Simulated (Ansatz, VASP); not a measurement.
Two plane-wave programs on TlBTe2

```
Tl B Te
1.0
     3.93851    0.00000    0.00000
    -1.96925    3.41085    0.00000
     0.00000    0.00000    9.34374
Tl B Te
1 1 2
Direct
  0.33333 0.66667 0.50000
  0.00000 0.00000 0.50000
  0.33333 0.66667 0.86030
  0.33333 0.66667 0.13970
```

Alike in both runs: functional PBE; k mesh 12 × 12 × 6; occupations gaussian, width 0.1 eV; no spin polarisation.

Ansatz relaxed the structure, and its values are those at the end. VASP's run is a single point on that final structure, the one shown.

```csv
,VASP,Ansatz
version,VASP 6.6.1,Ansatz 0.2.0
potentials or method,"VASP PAW PBE potentials, release 64 (Tl_d, B, Te), cutoff 500 eV","scalar-relativistic, plane waves, PAW"
valence electrons in the cell,28,48
```

```tsv
	VASP	Ansatz	Ansatz less VASP
gap on the k mesh at the Fermi level (eV)	none	none	-
pressure (GPa)	0.0	0.0	+0.03
rms of the force components (eV/Å)	0.008	0.000	-0.0077
```

A gap of «none» marks a metal or a gap that the smearing closes. VASP's potentials hold 28 valence electrons a cell and Ansatz's 48, so a difference there can come from the potentials and not from the codes.

Spin-orbit coupling is off throughout.
